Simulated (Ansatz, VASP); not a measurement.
# PtSe2: VASP beside Ansatz

The input INCAR:

```
PREC = Accurate ; ENCUT = 520
EDIFF = 1E-7 ; ISMEAR = 0
SIGMA = 0.15 ; LREAL = False
LASPH = True ; NELM = 80
ALGO = Normal ; ISIF = 2
LWAVE = False ; LCHARG = True
GGA = PE ; IVDW = 12
LELF = True ; LVHAR = True
NBANDS = 18
```

File KPOINTS:

```
regular mesh
0
Gamma
  12 12 8
```

Contents of POSCAR:

```
PtSe2
1.0
    4.0543658486      0.0000000000      0.0000000000
   -2.0271829243      3.2662175080      0.0000000000
    0.0000000000      0.0000000000      4.8219239451
Pt Se
1 2
Direct
    0.0000000000      0.0000000000      0.0000000000
    0.3333333333      0.6666666667      0.2655211092
    0.6666666667      0.3333333333      0.7344788908
```

Input for Ansatz:

```yaml
crystal:
  lattice:
    - [4.0543658486, 0.0, 0.0]
    - [-2.0271829243, 3.266217508, 0.0]
    - [0.0, 0.0, 4.8219239451]
  atoms:
    - { symbol: Pt, position: [0.0, 0.0, 0.0] }
    - { symbol: Se, position: [0.3333333333, 0.6666666667, 0.2655211092] }
    - { symbol: Se, position: [0.6666666667, 0.3333333333, 0.7344788908] }
basis:
  ecutwfc: 420
kpoints:
  mp_grid: { grid: [12, 12, 8] }
hamiltonian:
  xc: pbe
  pseudopotentials: { kind: paw, azcp: { folder: soft_1 } }
  dispersion: d3bj
scf:
  occupations: { method: gaussian, width: 0.15 }
output:
  forces: true
  stress: true
  eigenvalues: true
```

Change from the starting cell: normal strain along x +0.0750, normal strain along y +0.0000.

Alike in both runs: task single point; functional PBE; dispersion D3(BJ); k mesh 12 × 12 × 8; occupations gaussian, width 0.15 eV; no spin polarisation.

|  | VASP | Ansatz |
| --- | --- | --- |
| version | VASP 6.6.1 | Ansatz 0.2.0 |
| potentials or method | VASP PAW PBE potentials, release 64 (Pt, Se), cutoff 520 eV | scalar-relativistic, plane waves, PAW |
| valence electrons in the cell | 22 | 50 |

|  | VASP | Ansatz | Ansatz less VASP |
| --- | --- | --- | --- |
| gap on the k mesh at the Fermi level (eV) | none | none | - |
| pressure (GPa) | -8.1 | -8.1 | +0.05 |
| traceless stress, the component that is largest in VASP (GPa) | -6.05 | -6.05 | -0.004 |
| rms of the force components (eV/Å) | 0.264 | 0.265 | +0.0012 |

Atom by atom the forces differ by 0.001 eV/Å (rms over components). A gap of «none» marks a metal or a gap that the smearing closes. VASP's potentials hold 22 valence electrons a cell and Ansatz's 50, so a difference there can come from the potentials and not from the codes.

Spin-orbit coupling is off throughout.
